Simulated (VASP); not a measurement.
# Mo4HS8 in VASP: single point with PBE+D3(BJ)

Aim: the single point of Mo4HS8 with PBE+D3(BJ).

Program: VASP 6.6.1. These are calculated values, not measurements. Logs are shortened: lines on timing, memory, paths and dates and some standing lists are left out, and cuts for length are marked.

### 1 The cell of the first run

The cell holds a slab with vacuum, 13 atoms: a = 6.306 Å, b = 6.306 Å, c = 21.127 Å, α = 90.00°, β = 90.00°, γ = 120.00°.

### 2 Single point, PBE+D3(BJ), collinear spin

The input, INCAR:

```
PREC     = Accurate       # precision mode
ENCUT    = 520            # plane-wave cutoff, eV
EDIFF    = 1E-6           # SCF threshold, eV
ISMEAR   = 0              # smearing method
SIGMA    = 0.05           # smearing width, eV
LREAL    = False          # projectors in reciprocal space
LASPH    = True           # aspherical terms in the spheres
NELM     = 150            # most SCF steps
ALGO     = Normal         # electronic algorithm
ISIF     = 2              # what is computed and relaxed
LWAVE    = False          # write WAVECAR
LCHARG   = False          # write CHGCAR
ISPIN    = 2              # spin polarisation
MAGMOM   = 0 0 0 0 0 0 0 0 0 0 0 0 1 # initial moments
LORBIT   = 11             # projections on sites
LMAXMIX  = 4              # l up to which the mixer works
LDIPOL   = True         
IDIPOL   = 3            
DIPOL    = 0.5 0.5 0.464
GGA      = PE             # functional
IVDW     = 12             # dispersion correction
NBANDS   = 68             # bands
```

The input, KPOINTS:

```
regular mesh
0
Gamma
  3 3 1
```

The input, POSCAR:

```
Mo4HS8
1.0
    6.3058975174      0.0000000000      0.0000000000
   -3.1529487587      5.4610674438      0.0000000000
    0.0000000000      0.0000000000     21.1272323976
S Mo H
8 4 1
Direct
    0.6666666667      0.3333333333      0.3786582100
    0.6666666667      0.8333333333      0.3786582100
    0.1666666667      0.3333333333      0.3786582100
    0.1666666667      0.8333333333      0.3786582100
    0.6676852424      0.3323147576      0.5280594316
    0.6676852424      0.8353704848      0.5280594316
    0.1646295152      0.3323147576      0.5280594316
    0.1666666667      0.8333333333      0.5269005303
    0.3311422025      0.1622844050      0.4534831555
    0.3311422025      0.6688577975      0.4534831555
    0.8333333333      0.1666666667      0.4529485720
    0.8377155950      0.6688577975      0.4534831555
    0.1666666667      0.8333333333      0.5941181229
```

Potentials or basis: VASP PAW PBE potentials, release 64 (S, Mo_sv, H).

Started as:

```console
$ cat potpaw_PBE.64/S/POTCAR potpaw_PBE.64/Mo_sv/POTCAR potpaw_PBE.64/H/POTCAR > POTCAR
$ mpirun -np 1 vasp_std > vasp.out
```

OUTCAR:

```text
PREC = Accurate
   ENCUT = 520
   EDIFF = 1E-6
   ISMEAR = 0
   LREAL = False
   LASPH = True
   NELM = 150
   ISIF = 2
   ISPIN = 2
   LORBIT = 11
   GGA = PE
   IVDW = 12
 IVDW          = 12

 ion  position               nearest neighbor table
   1  0.667  0.333  0.379-  11 2.40   9 2.42  12 2.42
   2  0.667  0.833  0.379-  11 2.40  12 2.42  10 2.42
   3  0.167  0.333  0.379-  11 2.40   9 2.42  10 2.42
   4  0.167  0.833  0.379-  10 2.39  12 2.39   9 2.39
   5  0.668  0.332  0.528-  11 2.41   9 2.42  12 2.42
   6  0.668  0.835  0.528-  11 2.41  10 2.42  12 2.42
   7  0.165  0.332  0.528-  11 2.41   9 2.42  10 2.42
   8  0.167  0.833  0.527-  13 1.42  10 2.37  12 2.37   9 2.37
   9  0.331  0.162  0.453-   8 2.37   4 2.39   3 2.42   1 2.42   5 2.42   7 2.42  10 3.11  12 3.11
                            11 3.15  11 3.15  10 3.19  12 3.19
  10  0.331  0.669  0.453-   8 2.37   4 2.39   2 2.42   3 2.42   6 2.42   7 2.42  12 3.11   9 3.11
                            11 3.15  11 3.15  12 3.19   9 3.19
  11  0.833  0.167  0.453-   1 2.40   3 2.40   2 2.40   5 2.41   7 2.41   6 2.41   9 3.15  12 3.15
                            10 3.15  10 3.15   9 3.15  12 3.15
  12  0.838  0.669  0.453-   8 2.37   4 2.39   2 2.42   1 2.42   6 2.42   5 2.42  10 3.11   9 3.11
                            11 3.15  11 3.15  10 3.19   9 3.19
  13  0.167  0.833  0.594-   8 1.42

  LATTYP: Found a hexagonal cell.
 ALAT       =     6.3058975174
 C/A-ratio  =     3.3503926030

  Lattice vectors:

 A1 = (   6.3058975174,   0.0000000000,   0.0000000000)
 A2 = (  -3.1529487587,   5.4610674438,   0.0000000000)
 A3 = (   0.0000000000,   0.0000000000,  21.1272323976)

Analysis of symmetry for initial positions (statically):
=====================================================================
 Subroutine PRICEL returns:
 Original cell was already a primitive cell.

 Routine SETGRP: Setting up the symmetry group for a
 hexagonal supercell.

 Subroutine GETGRP returns: Found  6 space group operations
 (whereof  2 operations were pure point group operations)
 out of a pool of 24 trial point group operations.

The static configuration has the point symmetry C_1h.
 The point group associated with its full space group is C_3v.

Analysis of symmetry for dynamics (positions and initial velocities):
=====================================================================
 Subroutine PRICEL returns:
 Original cell was already a primitive cell.

 Routine SETGRP: Setting up the symmetry group for a
 hexagonal supercell.

 Subroutine GETGRP returns: Found  6 space group operations
 (whereof  2 operations were pure point group operations)
 out of a pool of 24 trial point group operations.

The dynamic configuration has the point symmetry C_1h.
 The point group associated with its full space group is C_3v.

Analysis of structural, dynamic, and magnetic symmetry:
=====================================================================
 Subroutine PRICEL returns:
 Original cell was already a primitive cell.

 Routine SETGRP: Setting up the symmetry group for a
 hexagonal supercell.

 Subroutine GETGRP returns: Found  6 space group operations
 (whereof  2 operations were pure point group operations)
 out of a pool of 24 trial point group operations.

The overall configuration has the point symmetry C_1h.
 The point group associated with its full space group is C_3v.

 Subroutine INISYM returns: Found  6 space group operations
 (whereof  2 operations are pure point group operations),
 and found     1 'primitive' translations

----------------------------------------------------------------------------------------

                                     Primitive cell

  volume of cell :     727.5571

  direct lattice vectors                    reciprocal lattice vectors
     6.305897517  0.000000000  0.000000000     0.158581708  0.091557192  0.000000000
    -3.152948759  5.461067444  0.000000000     0.000000000  0.183114384  0.000000000
     0.000000000  0.000000000 21.127232398     0.000000000  0.000000000  0.047332276

  length of vectors
     6.305897517  6.305897517 21.127232398     0.183114384  0.183114384  0.047332276

  position of ions in fractional coordinates (direct lattice)
     0.666666667  0.333333333  0.378658210
     0.666666667  0.833333333  0.378658210
     0.166666667  0.333333333  0.378658210
     0.166666667  0.833333333  0.378658210
     0.667685242  0.332314758  0.528059432
     0.667685242  0.835370485  0.528059432
     0.164629515  0.332314758  0.528059432
     0.166666667  0.833333333  0.526900530
     0.331142202  0.162284405  0.453483156
     0.331142202  0.668857798  0.453483156
     0.833333333  0.166666667  0.452948572
     0.837715595  0.668857798  0.453483156
[... 61 lines left out ...]
   ISPIN  =      2    spin polarized calculation?
   LNONCOLLINEAR =      F non collinear calculations
   LSORBIT =      F    spin-orbit coupling
   LASPH  =      T    aspherical Exc in radial PAW
   ENCUT  =  520.0 eV  38.22 Ry    6.18 a.u.  11.72 11.72 39.28*2*pi/ulx,y,z
   NELM   =    150;   NELMIN=  2; NELMDL= -5     # of ELM steps
   EDIFF  = 0.1E-05   stopping-criterion for ELM
   LREAL  =      F    real-space projection
   EDIFFG = 0.1E-04   stopping-criterion for IOM
   NSW    =      0    number of steps for IOM
   IBRION =     -1    ionic relax: 0-MD 1-quasi-New 2-CG
   NFREE  =      0    steps in history (QN), initial steepest desc. (CG)
   ISIF   =      2    stress and relaxation
   ISYM   =      2    0-nonsym 1-usesym 2-fastsym
   POTIM  = 0.5000    time-step for ionic-motion
   TEBEG  =    0.0;   TEEND  =   0.0 temperature during run
   PSTRESS=    0.0 pullay stress
   NELECT =     105.0000    total number of electrons
   NUPDOWN=      -1.0000    fix difference up-down
   EMIN   =  10.00;   EMAX   =-10.00  energy-range for DOS
   EFERMI =   0.00;   METHOD = LEGACY
   ISMEAR =     0;   SIGMA  =   0.05  broadening in eV -4-tet -1-fermi 0-gaus
   EFERMI_NEDOS =   21; number of points for ismear=-14 and -15
   IALGO  =     38    algorithm
   IMIX   =      4    mixing-type and parameters
     AMIX     =   0.40;   BMIX     =  1.00
     AMIX_MAG =   1.60;   BMIX_MAG =  1.00
  volume/ion in A,a.u.               =      55.97       377.68
  Fermi-wavevector in a.u.,A,eV,Ry     =   0.858715  1.622736 10.032813  0.737391
  Thomas-Fermi vector in A             =   1.975961
   LORBIT       =     11    0 simple, 1 ext, 2 COOP (PROOUT), +10 PAW based schemes
   GGA     = PE    functional components
   LHFCALC =     F    Hartree Fock is set to
   AEXX    =    0.0000 exact exchange contribution
   IVDW    =    12    specifies the selected vdW correction
   LEPSILON=     F    determine dielectric tensor
   LRPA    =     F    only Hartree local field effects (RPA)
 spin polarized calculation
 Gauss-broadening in eV      SIGMA  =   0.05
  energy-cutoff  :      520.00
  volume of cell :      727.56
 maximum number of plane-waves:     19662
 NGX is ok and might be reduce to    48
   NGX = 23   NGY = 23   NGZ = 79

 number of electron     105.0000005 magnetization       0.5551791

 dipolmoment           0.000000      0.000000     -0.136881 electrons x Angstroem

 Free energy of the ion-electron system (eV)
  ---------------------------------------------------
  ext. energy  EPLUGINS =         0.00000000
  ---------------------------------------------------
  free energy    TOTEN  =       -88.89871908 eV

  energy without entropy =      -88.89236323  energy(sigma->0) =      -88.89554115

 E-fermi :  -0.3353     XC(G=0):  -3.7357

 val. band max:       -0.3687654690   @ k =   0.3333   0.0000   0.0000
 cond. band min:      -0.2595642251   @ k =   0.3333   0.3333   0.0000
 fundamental gap:      0.1092012439
 Fermi energy:        -0.3353498544

 spin component 1

 k-point     1 :       0.0000    0.0000    0.0000
  band No.  band energies     occupation
      1     -62.7406      1.00000
      2     -62.7037      1.00000
      3     -62.6924      1.00000
      4     -62.6924      1.00000
      5     -37.0693      1.00000
      6     -37.0675      1.00000
[... 190 lines left out ...]
     63       0.9842      0.00000
     64       1.3141      0.00000
 Fermi energy:        -0.3353498544

 spin component 2

 k-point     1 :       0.0000    0.0000    0.0000
  band No.  band energies     occupation
      1     -62.7155      1.00000
      2     -62.6559      1.00000
      3     -62.6298      1.00000
      4     -62.6298      1.00000
      5     -37.0344      1.00000
      6     -37.0344      1.00000
[... 190 lines left out ...]
     63       1.0140      0.00000
     64       1.3773      0.00000
 [bands above 64 left out]

------------------------ aborting loop because EDIFF is reached ----------------------------------------

 vacuum level on the upper side and lower side of the slab       (xc-potential included)        -0.421         0.251

 Edisp (eV)   -3.91149

 E8    (eV) :    -1.6804

  FORCE on cell =-STRESS in cart. coord.  units (eV):
  Direction    XX          YY          ZZ          XY          YZ          ZX
  --------------------------------------------------------------------------------------
  -------------------------------------------------------------------------------------
  Total       0.80048     0.80048    -0.43379     0.00000     0.00000     0.00000
  in kB       1.76277     1.76277    -0.95526     0.00000     0.00000     0.00000
  external pressure =        0.86 kB  Pullay stress =        0.00 kB

 VOLUME and BASIS-vectors are now :
 -----------------------------------------------------------------------------
  energy-cutoff  :      520.00
  volume of cell :      727.56
      direct lattice vectors                 reciprocal lattice vectors
     6.305897517  0.000000000  0.000000000     0.158581708  0.091557192  0.000000000
    -3.152948759  5.461067444  0.000000000     0.000000000  0.183114384  0.000000000
     0.000000000  0.000000000 21.127232398     0.000000000  0.000000000  0.047332276

 POSITION                                       TOTAL-FORCE (eV/Angst)
 -----------------------------------------------------------------------------------
      3.15295      1.82036      8.00000        -0.109118      0.063000      0.165219
      1.57647      4.55089      8.00000        -0.000000     -0.125999      0.165219
      0.00000      1.82036      8.00000         0.109118      0.063000      0.165219
     -1.57647      4.55089      8.00000        -0.000000     -0.000000     -0.426244
      3.16258      1.81479     11.15643        -0.009497      0.005483     -0.035909
      1.57647      4.56201     11.15643        -0.000000     -0.010966     -0.035909
     -0.00963      1.81479     11.15643         0.009497      0.005483     -0.035909
     -1.57647      4.55089     11.13195        -0.000000     -0.000000      0.058145
      1.57647      0.88625      9.58084        -0.000000      0.012357      0.009325
     -0.02073      3.65268      9.58084         0.010702     -0.006179      0.009325
      4.72942      0.91018      9.56955        -0.000000     -0.000000     -0.006073
      3.17367      3.65268      9.58084        -0.010702     -0.006179      0.009325
     -1.57647      4.55089     12.55207        -0.000000     -0.000000     -0.041732
 -----------------------------------------------------------------------------------
    total drift:                                0.000004     -0.000002     -0.000810

  FREE ENERGIE OF THE ION-ELECTRON SYSTEM (eV)
  ---------------------------------------------------
  free  energy   TOTEN  =       -92.8102047458 eV

  energy  without entropy=      -92.8038488984  energy(sigma->0) =      -92.80702682

 vacuum level on the upper side and lower side of the slab         3.370         4.111

 total charge

# of ion       s       p       d       tot
------------------------------------------
    1        1.364   2.335   0.000   3.699
    2        1.364   2.335   0.000   3.699
    3        1.364   2.335   0.000   3.699
    4        1.364   2.340   0.000   3.704
    5        1.360   2.350   0.000   3.710
    6        1.360   2.350   0.000   3.710
    7        1.360   2.350   0.000   3.710
    8        1.342   2.402   0.000   3.744
    9        2.284   6.215   3.971  12.470
   10        2.284   6.215   3.971  12.470
   11        2.292   6.223   3.950  12.465
   12        2.284   6.215   3.971  12.470
   13        0.520   0.028   0.000   0.548
--------------------------------------------------
tot         20.543  43.693  15.862  80.098

 magnetization (x)

# of ion       s       p       d       tot
------------------------------------------
    1        0.000   0.001   0.000   0.001
    2        0.000   0.001   0.000   0.001
    3        0.000   0.001   0.000   0.001
    4        0.000   0.007   0.000   0.007
    5        0.001   0.015   0.000   0.016
    6        0.001   0.015   0.000   0.016
    7        0.001   0.015   0.000   0.016
    8        0.022   0.001   0.000   0.023
    9        0.002   0.001   0.089   0.091
   10        0.002   0.001   0.089   0.091
   11        0.001  -0.000   0.014   0.014
   12        0.002   0.001   0.089   0.091
   13        0.032  -0.000   0.000   0.032
--------------------------------------------------
tot          0.064   0.056   0.279   0.399
```

Wall time 26 min (1 thread of Intel Xeon 8259CL, shared host); peak memory 1.1 GiB.

What came out:

```
Free energy                                           : -92.8102 eV
Largest force                                         : 0.426 eV/Å
Net moment                                            : 0.56 μB per cell
Site moments                                          : S +0.00, +0.01, +0.02 (each value once); Mo +0.09, +0.01 (each value once); H +0.03 μB
Valence electrons inside the program's atomic spheres : S 3.70, 3.71, 3.74 (each value once); Mo 12.47, 12.46 (each value once); H 0.55
Dispersion energy per atom                            : -0.301 eV
```

Forces in eV/Å, atoms in the order of the input:
```
S   -0.109  0.063  0.165
S    0.000 -0.126  0.165
S    0.109  0.063  0.165
S    0.000  0.000 -0.426
S   -0.009  0.005 -0.036
S    0.000 -0.011 -0.036
S    0.009  0.005 -0.036
S    0.000  0.000  0.058
Mo   0.000  0.012  0.009
Mo   0.011 -0.006  0.009
Mo   0.000  0.000 -0.006
Mo  -0.011 -0.006  0.009
H    0.000  0.000 -0.042
```

Levels at points of the mesh, in eV from the Fermi level:
Spin up:
```
           k point  band 49  band 50  band 51  band 52  band 53  band 54  band 55  band 56  band 57  band 58
(0.00, 0.00, 0.00)    -2.50    -2.28    -2.28    -1.88     0.72     0.72     0.83     1.12     1.12     1.20
```
Spin down:
| k point | band 48 | band 49 | band 50 | band 51 | band 52 | band 53 | band 54 | band 55 | band 56 | band 57 |
| --- | --- | --- | --- | --- | --- | --- | --- | --- | --- | --- |
| (0.00, 0.00, 0.00) | -2.48 | -2.46 | -2.25 | -2.25 | -1.84 | 0.81 | 0.81 | 0.88 | 1.16 | 1.16 |

Caveat: the k points lie up to 0.38 Å⁻¹ apart; a moment this small can come from the mesh or the smearing.
